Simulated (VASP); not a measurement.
# La2O3 (P-3m1) in VASP: relaxation of the atoms with LDA

Aim: the relaxation of the atoms of La2O3 with LDA.

Everything below comes from runs of VASP 6.6.1. Logs are shortened: lines on timing, memory, paths and dates and some standing lists are left out, and cuts for length are marked.

**1. The cell of the first run**

Symmetry: P-3m1, No. 164, trigonal system. The conventional cell has a = 3.935 Å, b = 3.935 Å, c = 6.126 Å, α = 90.00°, β = 90.00°, γ = 120.00°. La (site symmetry 3m) has 7 O at 2.37 to 2.73 Å within 3.1 Å. O (site symmetry 3m) has 4 La at 2.37 to 2.45 Å and 6 O at 2.89 to 3.14 Å within 3.2 Å. O (site symmetry -3m) has 6 La at 2.73 Å and 6 O at 3.14 Å within 3.6 Å.

**2. Relaxation of the atoms, LDA (strained cell)**

INCAR

```
SYSTEM = La2O3
PREC = Accurate
ENCUT = 520
EDIFF = 1E-6
ISMEAR = 0
SIGMA = 0.02
LREAL = .False.
LASPH = .True.
NELM = 60
ALGO = Normal
ISIF = 2
LWAVE = .False.
LCHARG = .False.
IBRION = 2
NSW = 60
EDIFFG = -0.002
```

KPOINTS

```
regular mesh
0
Gamma
  9 9 4
  0 0 0
```

POSCAR

```
La2O3
1.0
    3.9351983209      0.0000000000      0.0000000000
   -1.9675991605      3.4079817149      0.0000000000
    0.0000000000      0.0000000000      6.1257675527
La O
2 3
Direct
    0.6666666667      0.3333333333      0.7538755277
    0.3333333333      0.6666666667      0.2461244723
    0.6666666667      0.3333333333      0.3538803944
    0.3333333333      0.6666666667      0.6461196056
    0.0000000000      0.0000000000      0.0000000000
```

Potentials or basis: VASP PAW LDA potentials, release 64 (La, O).

Launch:

```bash
$ cat potpaw_LDA.64/La/POTCAR potpaw_LDA.64/O/POTCAR > POTCAR
$ mpirun -np 1 vasp_std > vasp.out
```

OUTCAR:

```text
SYSTEM = La2O3
   PREC = Accurate
   ENCUT = 520
   EDIFF = 1E-6
   ISMEAR = 0
   LREAL = .False.
   LASPH = .True.
   NELM = 60
   ISIF = 2
   IBRION = 2
   NSW = 60
   EDIFFG = -0.002

 ion  position               nearest neighbor table
   1  0.667  0.333  0.754-   4 2.37   4 2.37   4 2.37   3 2.45   5 2.73   5 2.73   5 2.73
   2  0.333  0.667  0.246-   3 2.37   3 2.37   3 2.37   4 2.45   5 2.73   5 2.73   5 2.73
   3  0.667  0.333  0.354-   2 2.37   2 2.37   2 2.37   1 2.45
   4  0.333  0.667  0.646-   1 2.37   1 2.37   1 2.37   2 2.45
   5  0.000  0.000  0.000-   1 2.73   2 2.73   1 2.73   2 2.73   1 2.73   2 2.73

  LATTYP: Found a hexagonal cell.
 ALAT       =     3.9351983209
 C/A-ratio  =     1.5566604408

  Lattice vectors:

 A1 = (   3.9351983209,   0.0000000000,   0.0000000000)
 A2 = (  -1.9675991605,   3.4079817149,   0.0000000000)
 A3 = (   0.0000000000,   0.0000000000,   6.1257675527)

Analysis of symmetry for initial positions (statically):
=====================================================================
 Subroutine PRICEL returns:
 Original cell was already a primitive cell.

 Routine SETGRP: Setting up the symmetry group for a
 hexagonal supercell.

 Subroutine GETGRP returns: Found 12 space group operations
 (whereof 12 operations were pure point group operations)
 out of a pool of 24 trial point group operations.

The static configuration has the point symmetry D_3d.

Analysis of symmetry for dynamics (positions and initial velocities):
=====================================================================
 Subroutine PRICEL returns:
 Original cell was already a primitive cell.

 Routine SETGRP: Setting up the symmetry group for a
 hexagonal supercell.

 Subroutine GETGRP returns: Found 12 space group operations
 (whereof 12 operations were pure point group operations)
 out of a pool of 24 trial point group operations.

The dynamic configuration has the point symmetry D_3d.

 Subroutine INISYM returns: Found 12 space group operations
 (whereof 12 operations are pure point group operations),
 and found     1 'primitive' translations

----------------------------------------------------------------------------------------

                                     Primitive cell

  volume of cell :      82.1532

  direct lattice vectors                    reciprocal lattice vectors
     3.935198321  0.000000000  0.000000000     0.254116799  0.146714402  0.000000000
    -1.967599161  3.407981715  0.000000000     0.000000000  0.293428804  0.000000000
     0.000000000  0.000000000  6.125767553     0.000000000  0.000000000  0.163244849

  length of vectors
     3.935198321  3.935198321  6.125767553     0.293428804  0.293428804  0.163244849

  position of ions in fractional coordinates (direct lattice)
     0.666666667  0.333333333  0.753875528
     0.333333333  0.666666667  0.246124472
     0.666666667  0.333333333  0.353880394
     0.333333333  0.666666667  0.646119606
     0.000000000  0.000000000  0.000000000

  ion indices of the primitive-cell ions
   primitive index   ion index
                 1           1
                 2           2
                 3           3
                 4           4
                 5           5

----------------------------------------------------------------------------------------

 KPOINTS: regular mesh

Automatic generation of k-mesh.
 Grid dimensions read from file:
 generate k-points for:    9    9    4

 Generating k-lattice:

  Cartesian coordinates                     Fractional coordinates (reciprocal lattice)
     0.028235200  0.016301600  0.000000000     0.111111111 -0.000000000  0.000000000
     0.000000000  0.032603200  0.000000000     0.000000000  0.111111111  0.000000000
     0.000000000  0.000000000  0.040811212     0.000000000  0.000000000  0.250000000

  Length of vectors
     0.032603200  0.032603200  0.040811212

  Shift w.r.t. Gamma in fractional coordinates (k-lattice)
     0.000000000  0.000000000  0.000000000

 Subroutine IBZKPT returns following result:
 ===========================================

 Found     43 irreducible k-points:

 Following reciprocal coordinates:
            Coordinates               Weight
  0.000000  0.000000  0.000000      1.000000
  0.111111 -0.000000  0.000000      6.000000
  0.222222 -0.000000  0.000000      6.000000
  0.333333 -0.000000  0.000000      6.000000
  0.444444 -0.000000  0.000000      6.000000
  0.111111  0.111111  0.000000      6.000000
[... 16 lines left out ...]
  0.222222  0.111111  0.250000     12.000000
 -0.111111  0.333333  0.250000     12.000000
 [... further k-points ...]
   k-points           NKPTS =     43   k-points in BZ     NKDIM =     43   number of bands    NBANDS=     24
   number of dos      NEDOS =    301   number of ions     NIONS =      5
   total plane-waves  NPLWV =  43200
   dimension x,y,z NGX =    30 NGY =   30 NGZ =   48
   dimension x,y,z NGXF=    60 NGYF=   60 NGZF=   96
   ions per type =               2   3
   NGX,Y,Z   is equivalent  to a cutoff of  12.67, 12.67, 13.03 a.u.
   NGXF,Y,Z  is equivalent  to a cutoff of  25.35, 25.35, 26.05 a.u.
 SYSTEM =  La2O3
   PREC   = accura    normal or accurate (medium, high low for compatibility)
   ISTART =      0    job   : 0-new  1-cont  2-samecut
   ICHARG =      2    charge: 1-file 2-atom 10-const
   ISPIN  =      1    spin polarized calculation?
   LNONCOLLINEAR =      F non collinear calculations
   LSORBIT =      F    spin-orbit coupling
   LASPH  =      T    aspherical Exc in radial PAW
   ENCUT  =  520.0 eV  38.22 Ry    6.18 a.u.   7.32  7.32 11.39*2*pi/ulx,y,z
   NELM   =     60;   NELMIN=  2; NELMDL= -5     # of ELM steps
   EDIFF  = 0.1E-05   stopping-criterion for ELM
   LREAL  =      F    real-space projection
   EDIFFG = -.2E-02   stopping-criterion for IOM
   NSW    =     60    number of steps for IOM
   IBRION =      2    ionic relax: 0-MD 1-quasi-New 2-CG
   NFREE  =      1    steps in history (QN), initial steepest desc. (CG)
   ISIF   =      2    stress and relaxation
   ISYM   =      2    0-nonsym 1-usesym 2-fastsym
   POTIM  = 0.5000    time-step for ionic-motion
   TEBEG  =    0.0;   TEEND  =   0.0 temperature during run
   PSTRESS=    0.0 pullay stress
   NELECT =      40.0000    total number of electrons
   NUPDOWN=      -1.0000    fix difference up-down
   EMIN   =  10.00;   EMAX   =-10.00  energy-range for DOS
   EFERMI =   0.00;   METHOD = LEGACY
   ISMEAR =     0;   SIGMA  =   0.02  broadening in eV -4-tet -1-fermi 0-gaus
   EFERMI_NEDOS =   21; number of points for ismear=-14 and -15
   IALGO  =     38    algorithm
   IMIX   =      4    mixing-type and parameters
     AMIX     =   0.40;   BMIX     =  1.00
     AMIX_MAG =   1.60;   BMIX_MAG =  1.00
  volume/ion in A,a.u.               =      16.43       110.88
  Fermi-wavevector in a.u.,A,eV,Ry     =   1.287914  2.433804 22.568272  1.658721
  Thomas-Fermi vector in A             =   2.419899
   LORBIT       =      0    0 simple, 1 ext, 2 COOP (PROOUT), +10 PAW based schemes
   GGA     = CA    functional components
   LHFCALC =     F    Hartree Fock is set to
   AEXX    =    0.0000 exact exchange contribution
   IVDW    =     0    specifies the selected vdW correction
   LEPSILON=     F    determine dielectric tensor
   LRPA    =     F    only Hartree local field effects (RPA)
 conjugate gradient relaxation of ions
 non-spin polarized calculation
 Gauss-broadening in eV      SIGMA  =   0.02
  energy-cutoff  :      520.00
  volume of cell :       82.15
 maximum number of plane-waves:      2249
 NGX is ok and might be reduce to    30
   NGX = 15   NGY = 15   NGZ = 23

--------------------------------------- Ionic step        1  -------------------------------------------

 number of electron      39.9999991 magnetization

 Free energy of the ion-electron system (eV)
  ---------------------------------------------------
  ext. energy  EPLUGINS =         0.00000000
  ---------------------------------------------------
  free energy    TOTEN  =       -45.80471604 eV

  energy without entropy =      -45.80471604  energy(sigma->0) =      -45.80471604

------------------------ aborting loop because EDIFF is reached ----------------------------------------

  FORCE on cell =-STRESS in cart. coord.  units (eV):
  Direction    XX          YY          ZZ          XY          YZ          ZX
  --------------------------------------------------------------------------------------
  -------------------------------------------------------------------------------------
  Total       -3.6370839     -3.6370839     -3.3393045      0.0000000      0.0000000      0.0000000
  in kB      -70.9315598    -70.9315598    -65.1241720      0.0000000      0.0000000      0.0000000
  external PRESSURE =     -68.9957638 kB  Pullay stress =       0.0000000 kB
[... 180 lines left out ...]
  energy  without entropy=      -45.8074070775  energy(sigma->0) =      -45.80740708

--------------------------------------- Ionic step        6  -------------------------------------------

 number of electron      39.9999989 magnetization

 Free energy of the ion-electron system (eV)
  ---------------------------------------------------
  ext. energy  EPLUGINS =         0.00000000
  ---------------------------------------------------
  free energy    TOTEN  =       -45.80740912 eV

  energy without entropy =      -45.80740912  energy(sigma->0) =      -45.80740912

 E-fermi :   5.7497     XC(G=0): -10.9106

 val. band max:        5.6178852125   @ k =   0.4444  -0.0000   0.5000
 cond. band min:       9.3119865511   @ k =   0.3333   0.3333   0.0000
 fundamental gap:      3.6941013385
 Fermi energy:         5.7496857702

 k-point     1 :       0.0000    0.0000    0.0000
  band No.  band energies     occupation
      1     -24.0132      2.00000
      2     -23.7646      2.00000
      3     -11.1079      2.00000
      4      -9.7524      2.00000
      5      -9.2720      2.00000
      6      -7.5264      2.00000
[... 637 lines left out ...]
     23      10.4611      0.00000
     24      10.6381      0.00000

 [... further k-points ...]

------------------------ aborting loop because EDIFF is reached ----------------------------------------

  FORCE on cell =-STRESS in cart. coord.  units (eV):
  Direction    XX          YY          ZZ          XY          YZ          ZX
  --------------------------------------------------------------------------------------
  -------------------------------------------------------------------------------------
  Total       -3.5089136     -3.5089136     -3.0763639      0.0000000      0.0000000      0.0000000
  in kB      -68.4319417    -68.4319417    -59.9962214      0.0000000      0.0000000      0.0000000
  external PRESSURE =     -65.6200349 kB  Pullay stress =       0.0000000 kB
[... 20 lines left out ...]
  FREE ENERGIE OF THE ION-ELECTRON SYSTEM (eV)
  ---------------------------------------------------
  free  energy   TOTEN  =       -45.8074091160 eV

  energy  without entropy=      -45.8074091160  energy(sigma->0) =      -45.80740912

 reached required accuracy - stopping structural energy minimisation
```

Run time: 4 min. Hardware: 1 thread of Intel Xeon Platinum 8488C (Sapphire Rapids), shared host; peak memory 0.23 GiB.

Results:

```
Free energy               : -45.8074 eV
Energy gained by relaxing : 0.5 meV/atom
Ionic steps               : 6
Pressure after relaxing   : -6.6 GPa
Band gap on the k mesh    : 3.69 eV (least direct gap 3.81 eV)
```

Stress tensor (GPa, compression positive):
```
-6.84  0.00  0.00
 0.00 -6.84  0.00
 0.00  0.00 -6.00
```

Step by step:
| step | energy change (eV) | largest force (eV/Å) | pressure (GPa) |
| --- | --- | --- | --- |
| 1 | 0.0000 | 0.2022 | -6.90 |
| 2 | -0.0021 | 0.0612 | -6.61 |
| 3 | -0.0021 | 0.0634 | -6.58 |
| 4 | -0.0025 | 0.0395 | -6.58 |
| 5 | -0.0027 | 0.0034 | -6.56 |
| 6 | -0.0027 | 0.0015 | -6.56 |

Final structure:
```
CELL_PARAMETERS angstrom
3.93520 0.00000 0.00000
-1.96760 3.40798 0.00000
0.00000 0.00000 6.12577
ATOMIC_POSITIONS crystal
La 0.66667 0.33333 0.75187
La 0.33333 0.66667 0.24813
O 0.66667 0.33333 0.35549
O 0.33333 0.66667 0.64451
O 0.00000 0.00000 0.00000
```

Levels at points of the mesh, in eV from the valence-band top:
| k point | band 16 | band 17 | band 18 | band 19 | band 20 | band 21 | band 22 | band 23 | band 24 |
| --- | --- | --- | --- | --- | --- | --- | --- | --- | --- |
| (0.00, 0.00, 0.00) | -2.10 | -1.68 | -0.38 | -0.38 | -0.12 | 4.08 | 4.52 | 4.52 | 5.01 |
| (0.00, 0.00, 0.50) | -1.93 | -1.05 | -0.80 | -0.28 | -0.28 | 4.51 | 4.64 | 4.64 | 4.81 |

Caveat: the cell differs from its parent crystal (strained cell); spin-orbit coupling is left out, which moves the levels of the heavy elements.
